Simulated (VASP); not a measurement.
# Pt2 in VASP: notebook

The runs below take Pt2 through single point, with PBE.

Program: VASP 6.6.1. These are calculated values, not measurements. Logs are shortened: lines on timing, memory, paths and dates and some standing lists are left out, and cuts for length are marked.

## Step 1: The cell of the first run

The cell holds a molecule in a box, 2 atoms: a = 9.000 Å, b = 9.000 Å, c = 11.360 Å, α = 90.00°, β = 90.00°, γ = 90.00°.

## Step 2: Single point, PBE, collinear spin, ferromagnetic start

Contents of INCAR:

```
SYSTEM = Pt
PREC = Accurate ; ENCUT = 520
EDIFF = 1E-6 ; ISMEAR = 0
SIGMA = 0.01 ; LREAL = .FALSE.
LASPH = .TRUE. ; NELM = 150
ALGO = Normal ; ISIF = 2
LWAVE = .FALSE. ; LCHARG = .TRUE.
ISPIN = 2 ; MAGMOM = 1 1
LORBIT = 11 ; LMAXMIX = 4
GGA = PE ; LELF = .TRUE.
LVHAR = .TRUE. ; NBANDS = 21
```

Contents of KPOINTS:

```
regular mesh
0
G
  1 1 1
  0 0 0
```

Contents of POSCAR:

```
Pt
1.0
    9.0000000000      0.0000000000      0.0000000000
    0.0000000000      9.0000000000      0.0000000000
    0.0000000000      0.0000000000     11.3600000000
Pt
2
Direct
    0.5000000000      0.5000000000      0.6034489400
    0.5000000000      0.5000000000      0.3961267600
```

Potentials or basis: VASP PAW PBE potentials, release 64 (Pt).

Launch:

```sh
$ cat potpaw_PBE.64/Pt/POTCAR > POTCAR
$ mpirun -np 1 vasp_gam > vasp.out
```

OUTCAR:

```text
SYSTEM = Pt
   PREC = Accurate
   ENCUT = 520
   EDIFF = 1E-6
   ISMEAR = 0
   LREAL = .FALSE.
   LASPH = .TRUE.
   NELM = 150
   ISIF = 2
   ISPIN = 2
   LORBIT = 11
   GGA = PE

 ion  position               nearest neighbor table
   1  0.500  0.500  0.603-   2 2.36
   2  0.500  0.500  0.396-   1 2.36

  LATTYP: Found a simple tetragonal cell.
 ALAT       =     9.0000000000
 C/A-ratio  =     1.2622222222

  Lattice vectors:

 A1 = (   9.0000000000,   0.0000000000,   0.0000000000)
 A2 = (   0.0000000000,   9.0000000000,   0.0000000000)
 A3 = (   0.0000000000,   0.0000000000,  11.3600000000)

Analysis of symmetry for initial positions (statically):
=====================================================================
 Subroutine PRICEL returns:
 Original cell was already a primitive cell.

 Routine SETGRP: Setting up the symmetry group for a
 simple tetragonal supercell.

 Subroutine GETGRP returns: Found 16 space group operations
 (whereof  8 operations were pure point group operations)
 out of a pool of 16 trial point group operations.

The static configuration has the point symmetry C_4v.
 The point group associated with its full space group is D_4h.

Analysis of symmetry for dynamics (positions and initial velocities):
=====================================================================
 Subroutine PRICEL returns:
 Original cell was already a primitive cell.

 Routine SETGRP: Setting up the symmetry group for a
 simple tetragonal supercell.

 Subroutine GETGRP returns: Found 16 space group operations
 (whereof  8 operations were pure point group operations)
 out of a pool of 16 trial point group operations.

The dynamic configuration has the point symmetry C_4v.
 The point group associated with its full space group is D_4h.

Analysis of structural, dynamic, and magnetic symmetry:
=====================================================================
 Subroutine PRICEL returns:
 Original cell was already a primitive cell.

 Routine SETGRP: Setting up the symmetry group for a
 simple tetragonal supercell.

 Subroutine GETGRP returns: Found 16 space group operations
 (whereof  8 operations were pure point group operations)
 out of a pool of 16 trial point group operations.

The overall configuration has the point symmetry C_4v.
 The point group associated with its full space group is D_4h.

 Subroutine INISYM returns: Found 16 space group operations
 (whereof  8 operations are pure point group operations),
 and found     1 'primitive' translations

----------------------------------------------------------------------------------------

                                     Primitive cell

  volume of cell :     920.1600

  direct lattice vectors                    reciprocal lattice vectors
     9.000000000  0.000000000  0.000000000     0.111111111  0.000000000  0.000000000
     0.000000000  9.000000000  0.000000000     0.000000000  0.111111111  0.000000000
     0.000000000  0.000000000 11.360000000     0.000000000  0.000000000  0.088028169

  length of vectors
     9.000000000  9.000000000 11.360000000     0.111111111  0.111111111  0.088028169

  position of ions in fractional coordinates (direct lattice)
     0.500000000  0.500000000  0.603448940
     0.500000000  0.500000000  0.396126760

  ion indices of the primitive-cell ions
   primitive index   ion index
                 1           1
                 2           2

----------------------------------------------------------------------------------------

 KPOINTS: regular mesh

Automatic generation of k-mesh.
 Grid dimensions read from file:
 generate k-points for:    1    1    1

 Generating k-lattice:

  Cartesian coordinates                     Fractional coordinates (reciprocal lattice)
     0.111111111  0.000000000  0.000000000     1.000000000  0.000000000  0.000000000
     0.000000000  0.111111111  0.000000000     0.000000000  1.000000000  0.000000000
     0.000000000  0.000000000  0.088028169     0.000000000  0.000000000  1.000000000

  Length of vectors
     0.111111111  0.111111111  0.088028169

  Shift w.r.t. Gamma in fractional coordinates (k-lattice)
     0.000000000  0.000000000  0.000000000

 Subroutine IBZKPT returns following result:
 ===========================================

 Found      1 irreducible k-points:

 Following reciprocal coordinates:
            Coordinates               Weight
  0.000000  0.000000  0.000000      1.000000
   k-points           NKPTS =      1   k-points in BZ     NKDIM =      1   number of bands    NBANDS=     21
   number of dos      NEDOS =    301   number of ions     NIONS =      2
   total plane-waves  NPLWV = 411600
   dimension x,y,z NGX =    70 NGY =   70 NGZ =   84
   dimension x,y,z NGXF=   140 NGYF=  140 NGZF=  168
   ions per type =               2
   NGX,Y,Z   is equivalent  to a cutoff of  12.93, 12.93, 12.29 a.u.
   NGXF,Y,Z  is equivalent  to a cutoff of  25.86, 25.86, 24.59 a.u.
 SYSTEM =  Pt
   PREC   = accura    normal or accurate (medium, high low for compatibility)
   ISTART =      0    job   : 0-new  1-cont  2-samecut
   ICHARG =      2    charge: 1-file 2-atom 10-const
   ISPIN  =      2    spin polarized calculation?
   LNONCOLLINEAR =      F non collinear calculations
   LSORBIT =      F    spin-orbit coupling
   LASPH  =      T    aspherical Exc in radial PAW
   ENCUT  =  520.0 eV  38.22 Ry    6.18 a.u.  16.73 16.73 21.12*2*pi/ulx,y,z
   NELM   =    150;   NELMIN=  2; NELMDL= -5     # of ELM steps
   EDIFF  = 0.1E-05   stopping-criterion for ELM
   LREAL  =      F    real-space projection
   EDIFFG = 0.1E-04   stopping-criterion for IOM
   NSW    =      0    number of steps for IOM
   IBRION =     -1    ionic relax: 0-MD 1-quasi-New 2-CG
   NFREE  =      0    steps in history (QN), initial steepest desc. (CG)
   ISIF   =      2    stress and relaxation
   ISYM   =      2    0-nonsym 1-usesym 2-fastsym
   POTIM  = 0.5000    time-step for ionic-motion
   TEBEG  =    0.0;   TEEND  =   0.0 temperature during run
   PSTRESS=    0.0 pullay stress
   NELECT =      20.0000    total number of electrons
   NUPDOWN=      -1.0000    fix difference up-down
   EMIN   =  10.00;   EMAX   =-10.00  energy-range for DOS
   EFERMI =   0.00;   METHOD = LEGACY
   ISMEAR =     0;   SIGMA  =   0.01  broadening in eV -4-tet -1-fermi 0-gaus
   EFERMI_NEDOS =   21; number of points for ismear=-14 and -15
   IALGO  =     38    algorithm
   IMIX   =      4    mixing-type and parameters
     AMIX     =   0.40;   BMIX     =  1.00
     AMIX_MAG =   1.60;   BMIX_MAG =  1.00
  volume/ion in A,a.u.               =     460.08      3104.77
  Fermi-wavevector in a.u.,A,eV,Ry     =   0.456875  0.863368  2.840004  0.208734
  Thomas-Fermi vector in A             =   1.441293
   LORBIT       =     11    0 simple, 1 ext, 2 COOP (PROOUT), +10 PAW based schemes
   GGA     = PE    functional components
   LHFCALC =     F    Hartree Fock is set to
   AEXX    =    0.0000 exact exchange contribution
   IVDW    =     0    specifies the selected vdW correction
   LEPSILON=     F    determine dielectric tensor
   LRPA    =     F    only Hartree local field effects (RPA)
 spin polarized calculation
 Gauss-broadening in eV      SIGMA  =   0.01
  energy-cutoff  :      520.00
  volume of cell :      920.16
 maximum number of plane-waves:     12388
 NGX is ok and might be reduce to    70
   NGX = 33   NGY = 33   NGZ = 43

 number of electron      19.9999999 magnetization       2.0000001

 Free energy of the ion-electron system (eV)
  ---------------------------------------------------
  ext. energy  EPLUGINS =         0.00000000
  ---------------------------------------------------
  free energy    TOTEN  =        -4.89603752 eV

  energy without entropy =       -4.89603752  energy(sigma->0) =       -4.89603752

 E-fermi :  -4.7573     XC(G=0):  -1.4585

 val. band max:       -4.8221379012   @ k =   0.0000   0.0000   0.0000
 cond. band min:      -4.4866501957   @ k =   0.0000   0.0000   0.0000
 fundamental gap:      0.3354877056
 Fermi energy:        -4.7573020103

 spin component 1

 k-point     1 :       0.0000    0.0000    0.0000
  band No.  band energies     occupation
      1      -9.1131      1.00000
      2      -7.8552      1.00000
      3      -7.8552      1.00000
      4      -5.8663      1.00000
      5      -5.8657      1.00000
      6      -5.8472      1.00000
[... 13 lines left out ...]
     20       1.4387      0.00000
     21       1.5303      0.00000
 Fermi energy:        -4.7573020103

 spin component 2

 k-point     1 :       0.0000    0.0000    0.0000
  band No.  band energies     occupation
      1      -8.6972      1.00000
      2      -6.9473      1.00000
      3      -6.9473      1.00000
      4      -5.7062      1.00000
      5      -5.4956      1.00000
      6      -5.4949      1.00000
[... 13 lines left out ...]
     20       1.4839      0.00000
     21       1.5236      0.00000

------------------------ aborting loop because EDIFF is reached ----------------------------------------

  FORCE on cell =-STRESS in cart. coord.  units (eV):
  Direction    XX          YY          ZZ          XY          YZ          ZX
  --------------------------------------------------------------------------------------
  -------------------------------------------------------------------------------------
  Total       -0.0509973     -0.0509973     -1.6083134      0.0000000      0.0000000      0.0000000
  in kB       -0.0887962     -0.0887962     -2.8003862      0.0000000      0.0000000      0.0000000
  external PRESSURE =      -0.9926595 kB  Pullay stress =       0.0000000 kB

 VOLUME and BASIS-vectors are now :
 -----------------------------------------------------------------------------
  energy-cutoff  :      520.00
  volume of cell :      920.16
      direct lattice vectors                 reciprocal lattice vectors
     9.000000000  0.000000000  0.000000000     0.111111111  0.000000000  0.000000000
     0.000000000  9.000000000  0.000000000     0.000000000  0.111111111  0.000000000
     0.000000000  0.000000000 11.360000000     0.000000000  0.000000000  0.088028169

 POSITION                                       TOTAL-FORCE (eV/Angst)
 -----------------------------------------------------------------------------------
      4.50000      4.50000      6.85518         0.000000     -0.000000     -0.675675
      4.50000      4.50000      4.50000         0.000000      0.000000      0.675675
 -----------------------------------------------------------------------------------
    total drift:                                0.000000      0.000000     -0.000001

  FREE ENERGIE OF THE ION-ELECTRON SYSTEM (eV)
  ---------------------------------------------------
  free  energy   TOTEN  =        -4.8960375192 eV

  energy  without entropy=       -4.8960375192  energy(sigma->0) =       -4.89603752

 total charge

# of ion       s       p       d       tot
------------------------------------------
    1        0.702   0.089   8.097   8.888
    2        0.702   0.089   8.097   8.888
--------------------------------------------------
tot          1.404   0.177  16.194  17.776

 magnetization (x)

# of ion       s       p       d       tot
------------------------------------------
    1       -0.018   0.005   0.953   0.940
    2       -0.018   0.005   0.953   0.940
--------------------------------------------------
tot         -0.036   0.009   1.906   1.880
```

It took 83 s on 1 thread of Intel Xeon 6975P-C (Granite Rapids), shared host; peak memory 1.1 GiB.

Results:

| Item | Value |
| --- | --- |
| Free energy | -4.8960 eV |
| Largest force | 0.676 eV/Å |
| Gap between the frontier levels | 0.34 eV |
| Net moment | 2.00 μB per cell |
| Site moments | Pt +0.94 μB |
| Valence electrons inside the program's atomic spheres | Pt 8.89 |

Forces in eV/Å, atoms in the order of the input:
```
Pt   0.000  0.000 -0.676
Pt   0.000  0.000  0.676
```

Levels at points of the mesh, in eV from the valence-band top:
Spin up:
| k point | band 7 | band 8 | band 9 | band 10 | band 11 | band 12 | band 13 | band 14 | band 15 | band 16 |
| --- | --- | --- | --- | --- | --- | --- | --- | --- | --- | --- |
| (0.00, 0.00, 0.00) | -0.77 | -0.77 | -0.49 | -0.49 | -0.29 | 0.88 | 4.10 | 4.14 | 4.14 | 5.32 |
Spin down:
| k point | band 7 | band 8 | band 9 | band 10 | band 11 | band 12 |
| --- | --- | --- | --- | --- | --- | --- |
| (0.00, 0.00, 0.00) | -0.09 | -0.09 | 0.00 | 0.34 | 0.34 | 1.47 |

Caveat: spin-orbit coupling is left out, which moves the levels of the heavy elements.

## Step 3: Single point, PBE, non-collinear spin, typed start, spin-orbit coupling

Contents of INCAR:

```
SYSTEM = Pt
PREC     = Accurate       ! precision mode
ENCUT    = 520            ! plane-wave cutoff, eV
EDIFF    = 1E-6           ! SCF threshold, eV
ISMEAR   = 0              ! smearing method
SIGMA    = 0.01           ! smearing width, eV
LREAL    = .False.        ! projectors in reciprocal space
LASPH    = .True.         ! aspherical terms in the spheres
NELM     = 150            ! most SCF steps
ALGO     = Normal         ! electronic algorithm
ISIF     = 2              ! what is computed and relaxed
LWAVE    = .False.        ! write WAVECAR
LCHARG   = .False.        ! write CHGCAR
MAGMOM   = 0 0 1 0 0 1    ! initial moments
LORBIT   = 11             ! projections on sites
LSORBIT  = .True.         ! spin-orbit coupling
GGA_COMPAT= .False.      
LORBMOM  = .True.       
LMAXMIX  = 4              ! l up to which the mixer works
GGA      = PE             ! functional
NBANDS   = 32             ! bands
```

Contents of KPOINTS:

```
Automatic mesh
0
Gamma
  1 1 1
  0 0 0
```

POSCAR is that of step 2.

Potentials or basis: VASP PAW PBE potentials, release 64 (Pt).

Launch:

```sh
$ cat potpaw_PBE.64/Pt/POTCAR > POTCAR
$ mpirun -np 1 vasp_ncl > vasp.out
```

It took 13 min on 1 thread of Intel Xeon 8259CL, shared host; peak memory 2.1 GiB.

The run converged. Its results:

```yaml
Free_energy: -5.6165 eV
Largest_force: 0.353 eV/Å
Net_moment: 0.12 μB per cell
Valence_electrons_inside_the_program's_atomic_spheres: Pt 8.88
```

Forces in eV/Å, atoms in the order of the input:
```
Pt   0.000  0.000 -0.353
Pt   0.000  0.000  0.353
```

Moments on the atoms (μB; x, y, z):
```
Pt   0.00  0.00 -0.05
Pt   0.00  0.00 -0.05
```
